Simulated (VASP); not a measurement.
Wanted: the native input for a VASP 6.6.1 run.

```
Task                   : single point
Functional             : LDA
Potentials or basis    : VASP PAW LDA potentials, release 64 (C)
Cutoff                 : 520 eV
k mesh                 : 6 × 6 × 2
Occupations            : fermi-dirac, width 0.1 eV
Spin                   : no spin polarisation
Dipole correction      : no
Further INCAR settings : ALGO = Normal; EDIFF = 1e-06; NBANDS = 16
```

The structure of C lies in POSCAR:

```
C
1.0
    2.4561140000      0.0000000000      0.0000000000
   -1.2280744483      2.1270470447      0.0000000000
    0.0000000000      0.0000000000      7.1732680000
C
4
Direct
    0.0833790000      0.9166210000      0.7531380000
    0.5833790000      0.4166210000      0.2468620000
    0.9166210000      0.0833790000      0.2468620000
    0.4166210000      0.5833790000      0.7531380000
```

The input as run:

INCAR

```
SYSTEM = C
  ALGO = Normal
  EDIFF = 1E-6
  ENCUT = 520
  GGA = CA
  ISIF = 2
  ISMEAR = -1
  LASPH = .True.
  LCHARG = .False.
  LREAL = .False.
  LWAVE = .False.
  NBANDS = 16
  NELM = 80
  PREC = Accurate
  SIGMA = 0.1
```

KPOINTS

```
k-points
0
Gamma
  6 6 2
  0 0 0
```

Potentials or basis: VASP PAW LDA potentials, release 64 (C).

Launch:

```bash
$ cat potpaw_LDA.64/C/POTCAR > POTCAR
$ mpirun -np 1 vasp_std > vasp.out
```

It gave:

The pressure is -3.0 GPa, the largest force is 0.020 eV/Å and the band gap on the k mesh is 0.02 eV.

Caveat: the k points lie up to 0.49 Å⁻¹ apart.

Wall time 5.2 s on 1 thread of Intel(R) Xeon(R) 6975P-C (Granite Rapids) (shared host), peak memory 0.13 GiB.
